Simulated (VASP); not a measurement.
# SnSe2 (P-3m1) in VASP: notebook, part 2 of 2

VASP 6.6.1.

## 3. Single point, PBE (epitaxial xy strain +1.0%)

File INCAR:

```
PREC = Accurate
ENCUT = 520
EDIFF = 1E-6
ISMEAR = 0
SIGMA = 0.01
LREAL = False
LASPH = True
NELM = 100
ALGO = Normal
ISIF = 2
LWAVE = False
LCHARG = False
GGA = PE
NBANDS = 20
```

File KPOINTS:

```
Automatic mesh
0
Gamma
  6 6 2
```

File POSCAR:

```
SnSe2
1.0
    3.8634008231      0.0000000000      0.0000000000
   -1.9317004116      3.3458032578      0.0000000000
    0.0000000000      0.0000000000      6.1729232833
Sn Se
1 2
Direct
    0.0000000000      0.0000000000      0.0000000000
    0.3333333333      0.6666666667      0.2533696853
    0.6666666667      0.3333333333      0.7466303147
```

Potentials or basis: VASP PAW PBE potentials, release 64 (Sn_d, Se).

Started as:

```
$ cat potpaw_PBE.64/Sn_d/POTCAR potpaw_PBE.64/Se/POTCAR > POTCAR
$ mpirun -np 1 vasp_std > vasp.out
```

OUTCAR:

```text
PREC = Accurate
   ENCUT = 520
   EDIFF = 1E-6
   ISMEAR = 0
   LREAL = False
   LASPH = True
   NELM = 100
   ISIF = 2
   GGA = PE

 ion  position               nearest neighbor table
   1  0.000  0.000  0.000-   2 2.72   3 2.72   3 2.72   2 2.72   3 2.72   2 2.72
   2  0.333  0.667  0.253-   1 2.72   1 2.72   1 2.72
   3  0.667  0.333  0.747-   1 2.72   1 2.72   1 2.72

  LATTYP: Found a hexagonal cell.
 ALAT       =     3.8634008231
 C/A-ratio  =     1.5977951981

  Lattice vectors:

 A1 = (   3.8634008231,   0.0000000000,   0.0000000000)
 A2 = (  -1.9317004116,   3.3458032578,   0.0000000000)
 A3 = (   0.0000000000,   0.0000000000,   6.1729232833)

Analysis of symmetry for initial positions (statically):
=====================================================================
 Subroutine PRICEL returns:
 Original cell was already a primitive cell.

 Routine SETGRP: Setting up the symmetry group for a
 hexagonal supercell.

 Subroutine GETGRP returns: Found 12 space group operations
 (whereof 12 operations were pure point group operations)
 out of a pool of 24 trial point group operations.

The static configuration has the point symmetry D_3d.

Analysis of symmetry for dynamics (positions and initial velocities):
=====================================================================
 Subroutine PRICEL returns:
 Original cell was already a primitive cell.

 Routine SETGRP: Setting up the symmetry group for a
 hexagonal supercell.

 Subroutine GETGRP returns: Found 12 space group operations
 (whereof 12 operations were pure point group operations)
 out of a pool of 24 trial point group operations.

The dynamic configuration has the point symmetry D_3d.

 Subroutine INISYM returns: Found 12 space group operations
[... 101 lines left out ...]
   EMIN   =  10.00;   EMAX   =-10.00  energy-range for DOS
   EFERMI =   0.00;   METHOD = LEGACY
   ISMEAR =     0;   SIGMA  =   0.01  broadening in eV -4-tet -1-fermi 0-gaus
   EFERMI_NEDOS =   21; number of points for ismear=-14 and -15
   IALGO  =     38    algorithm
   IMIX   =      4    mixing-type and parameters
     AMIX     =   0.40;   BMIX     =  1.00
     AMIX_MAG =   1.60;   BMIX_MAG =  1.00
  volume/ion in A,a.u.               =      26.60       179.49
  Fermi-wavevector in a.u.,A,eV,Ry     =   1.126537  2.128847 17.266969  1.269086
  Thomas-Fermi vector in A             =   2.263220
   LORBIT       =      0    0 simple, 1 ext, 2 COOP (PROOUT), +10 PAW based schemes
   GGA     = PE    functional components
   LHFCALC =     F    Hartree Fock is set to
   AEXX    =    0.0000 exact exchange contribution
   IVDW    =     0    specifies the selected vdW correction
   LEPSILON=     F    determine dielectric tensor
   LRPA    =     F    only Hartree local field effects (RPA)
 non-spin polarized calculation
 Gauss-broadening in eV      SIGMA  =   0.01
  energy-cutoff  :      520.00
  volume of cell :       79.79
 maximum number of plane-waves:      2177
 NGX is ok and might be reduce to    30
   NGX = 15   NGY = 15   NGZ = 23

 number of electron      25.9999992 magnetization

 Free energy of the ion-electron system (eV)
  ---------------------------------------------------
  ext. energy  EPLUGINS =         0.00000000
  ---------------------------------------------------
  free energy    TOTEN  =       -11.83247173 eV

  energy without entropy =      -11.83247173  energy(sigma->0) =      -11.83247173

 E-fermi :   3.8782     XC(G=0):  -9.3275

 val. band max:        3.8227391299   @ k =   0.0000   0.0000   0.0000
 cond. band min:       4.6062740932   @ k =   0.5000  -0.0000   0.5000
 fundamental gap:      0.7835349633
 Fermi energy:         3.8782332618

 k-point     1 :       0.0000    0.0000    0.0000
  band No.  band energies     occupation
      1     -17.3887      2.00000
      2     -17.3887      2.00000
      3     -17.3588      2.00000
      4     -17.3461      2.00000
      5     -17.3461      2.00000
      6      -9.8530      2.00000
[... 311 lines left out ...]
     19      12.8755      0.00000
     20      12.8796      0.00000

------------------------ aborting loop because EDIFF is reached ----------------------------------------

  FORCE on cell =-STRESS in cart. coord.  units (eV):
  Direction    XX          YY          ZZ          XY          YZ          ZX
  --------------------------------------------------------------------------------------
  -------------------------------------------------------------------------------------
  Total        0.8979221      0.8979221      1.3410124     -0.0000000      0.0000000      0.0000000
  in kB       18.0296876     18.0296876     26.9266505     -0.0000000      0.0000000      0.0000000
  external PRESSURE =      20.9953419 kB  Pullay stress =       0.0000000 kB

 VOLUME and BASIS-vectors are now :
 -----------------------------------------------------------------------------
  energy-cutoff  :      520.00
  volume of cell :       79.79
      direct lattice vectors                 reciprocal lattice vectors
     3.863400823  0.000000000  0.000000000     0.258839309  0.149440945  0.000000000
    -1.931700412  3.345803258  0.000000000     0.000000000  0.298881890  0.000000000
     0.000000000  0.000000000  6.172923283     0.000000000  0.000000000  0.161997801

 POSITION                                       TOTAL-FORCE (eV/Angst)
 -----------------------------------------------------------------------------------
      0.00000      0.00000      0.00000        -0.000000      0.000000      0.000000
     -0.00000      2.23054      1.56403         0.000000      0.000000      0.251213
      1.93170      1.11527      4.60889        -0.000000     -0.000000     -0.251213
 -----------------------------------------------------------------------------------
    total drift:                                0.000000      0.000000     -0.000000

  FREE ENERGIE OF THE ION-ELECTRON SYSTEM (eV)
  ---------------------------------------------------
  free  energy   TOTEN  =       -11.8324717260 eV

  energy  without entropy=      -11.8324717260  energy(sigma->0) =      -11.83247173
```

OSZICAR:

```text
N       E                     dE             d eps       ncg     rms          rms(c)
DAV:   1     0.206479138613E+03    0.20648E+03   -0.12027E+04   568   0.148E+03
DAV:   2     0.116764409819E+02   -0.19480E+03   -0.18706E+03   608   0.380E+02
DAV:   3    -0.113046949603E+02   -0.22981E+02   -0.22432E+02   692   0.115E+02
DAV:   4    -0.120790726904E+02   -0.77438E+00   -0.77314E+00   676   0.218E+01
DAV:   5    -0.120973938046E+02   -0.18321E-01   -0.18319E-01   772   0.355E+00    0.487E+00
DAV:   6    -0.118470918140E+02    0.25030E+00   -0.52876E-01   836   0.738E+00    0.314E+00
DAV:   7    -0.118317704154E+02    0.15321E-01   -0.15056E-01   680   0.237E+00    0.103E+00
DAV:   8    -0.118318848981E+02   -0.11448E-03   -0.11800E-02   696   0.102E+00    0.272E-01
DAV:   9    -0.118324263966E+02   -0.54150E-03   -0.15307E-03   652   0.302E-01    0.836E-02
DAV:  10    -0.118324394279E+02   -0.13031E-04   -0.11962E-04   748   0.741E-02    0.334E-02
DAV:  11    -0.118324715989E+02   -0.32171E-04   -0.44886E-05   636   0.373E-02    0.922E-03
DAV:  12    -0.118324717260E+02   -0.12707E-06   -0.24094E-06   640   0.110E-02
   1 F= -.11832472E+02 E0= -.11832472E+02  d E =-.331750E-17
```

Run time: 17 s. Hardware: 1 thread of Intel Xeon Platinum 8488C (Sapphire Rapids), shared host; peak memory 0.19 GiB.

What came out:

| Quantity | Value |
| --- | --- |
| Free energy | -11.8325 eV |
| Pressure | 2.1 GPa |
| Largest force | 0.251 eV/Å |
| Band gap on the k mesh | 0.78 eV, indirect (least direct gap 0.88 eV) |

Forces in eV/Å, atoms in the order of the input:
```
Sn   0.000  0.000  0.000
Se   0.000  0.000  0.251
Se   0.000  0.000 -0.251
```

Levels at points of the mesh, in eV from the valence-band top:
| k point | band 9 | band 10 | band 11 | band 12 | band 13 | band 14 | band 15 | band 16 | band 17 | band 18 |
| --- | --- | --- | --- | --- | --- | --- | --- | --- | --- | --- |
| (0.00, 0.00, 0.00) | -0.62 | -0.62 | -0.36 | -0.36 | 0.00 | 0.88 | 2.96 | 4.57 | 4.57 | 8.15 |
| (0.50, 0.00, 0.00) | -4.21 | -2.81 | -2.49 | -1.20 | -0.27 | 1.14 | 3.73 | 5.29 | 5.42 | 7.00 |
| (0.00, 0.00, 0.50) | -1.98 | -0.72 | -0.72 | -0.19 | -0.19 | 2.31 | 2.87 | 4.30 | 4.30 | 7.93 |
| (0.50, 0.00, 0.50) | -4.68 | -2.31 | -1.89 | -0.81 | -0.68 | 0.78 | 4.20 | 4.78 | 5.90 | 6.13 |

Caveat: the k points lie up to 0.51 Å⁻¹ apart; the cell differs from its parent crystal (epitaxial xy strain +1.0%); spin-orbit coupling is left out, which moves the levels of the heavy elements; this functional lacks dispersion, which binds the layers, so the pressure and a relaxed spacing across them are unreliable. A k mesh can miss the band edges.
